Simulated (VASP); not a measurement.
A run of VASP 6.6.1:

INCAR

```
PREC = Accurate
ENCUT = 520
EDIFF = 1E-6
ISMEAR = 0
SIGMA = 0.1
LREAL = F
LASPH = T
NELM = 80
ALGO = Normal
ISIF = 2
LWAVE = F
LCHARG = F
GGA = PE
NBANDS = 18
```

File KPOINTS:

```
regular mesh
0
Gamma
  12 12 4
```

Contents of POSCAR:

```
Si4N
1.0
    3.8208801265      0.0000000000      0.0000000000
   -1.9104400633      3.3089792544      0.0000000000
    0.0000000000      0.0000000000      7.5015173503
Si N
4 1
Direct
    0.0000000000      0.0000000000      0.7806530002
    0.0000000000      0.0000000000      0.2193469998
    0.3333333333      0.6666666667      0.3443393448
    0.3333333333      0.6666666667      0.6556606552
    0.0000000000      0.0000000000      0.0000000000
```

Potentials or basis: VASP PAW PBE potentials, release 64 (Si, N).

The run is started by

```sh
$ cat potpaw_PBE.64/Si/POTCAR potpaw_PBE.64/N/POTCAR > POTCAR
$ mpirun -np 1 vasp_std > vasp.out
```

Hardware: 1 thread of Intel(R) Xeon(R) 6975P-C (Granite Rapids), with other jobs on the host.

Problem. Estimate the wall time of this run.

Solution. Run time: 88 s on 1 thread of Intel(R) Xeon(R) 6975P-C (Granite Rapids) (shared host), peak memory 0.23 GiB. Counts: scf iterations 15, k points 57.
